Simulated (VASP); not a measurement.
Wanted: the native input for a VASP 6.6.1 run.

```yaml
Task: single point
Functional: r2SCAN
Potentials_or_basis: VASP PAW PBE potentials, release 64 (Ti_sv, O)
Cutoff: 520 eV
k_mesh: 3 × 3 × 4
Occupations: gaussian, width 0.01 eV
Spin: no spin polarisation
Dipole_correction: no
Further_INCAR_settings: ALGO = Normal; EDIFF = 1e-06; NBANDS = 16
```

TiO:

```
CELL_PARAMETERS angstrom
3.03100 0.00000 0.00000
-1.51550 2.62492 0.00000
0.00000 0.00000 3.23770
ATOMIC_POSITIONS crystal
Ti 0.66667 0.33333 0.00000
O 0.00000 0.00000 0.50000
```

One way to write it, as run:

POSCAR

```
TiO
1.0
    3.0309987015      0.0000000000      0.0000000000
   -1.5154993507      2.6249218743      0.0000000000
    0.0000000000      0.0000000000      3.2377000000
Ti O
1 1
Direct
    0.6666666667      0.3333333333      0.0000000000
    0.0000000000      0.0000000000      0.5000000000
```

INCAR.step1

```
SYSTEM = TiO
ALGO = Normal
EDIFF = 1E-4
ENCUT = 520
GGA = PE
ISMEAR = 0
LASPH = .TRUE.
LCHARG = .FALSE.
LREAL = .FALSE.
LWAVE = .TRUE.
NBANDS = 16
NELM = 80
PREC = Accurate
SIGMA = 0.01
```

INCAR.step2

```
SYSTEM = TiO
ALGO = Normal
EDIFF = 1E-6
ENCUT = 520
ISIF = 2
ISMEAR = 0
ISTART = 1
LASPH = .TRUE.
LCHARG = .TRUE.
LELF = .TRUE.
LMIXTAU = .TRUE.
LREAL = .FALSE.
LVHAR = .TRUE.
LWAVE = .FALSE.
METAGGA = R2SCAN
NBANDS = 16
NELM = 80
PREC = Accurate
SIGMA = 0.01
```

KPOINTS

```
k-points
0
G
  3 3 4
  0 0 0
```

Potentials or basis: VASP PAW PBE potentials, release 64 (Ti_sv, O).

Run with:

```console
$ cat potpaw_PBE.64/Ti_sv/POTCAR potpaw_PBE.64/O/POTCAR > POTCAR
$ cp INCAR.step1 INCAR
$ mpirun -np 1 vasp_std > vasp.out
$ cp INCAR.step2 INCAR
$ mpirun -np 1 vasp_std > vasp.out
```

Results of the run:

* Pressure: -39.0 GPa
* Band gap on the k mesh: 0.18 eV

Caveat: the k points lie up to 0.80 Å⁻¹ apart; the PAW data sets were made with another functional, which shifts forces and pressure a little; an odd mesh through Γ misses points on the zone boundary, where band edges can lie.

Wall time 42 s on 1 thread of Intel Xeon 8259CL, on a shared host, peak memory 0.14 GiB.
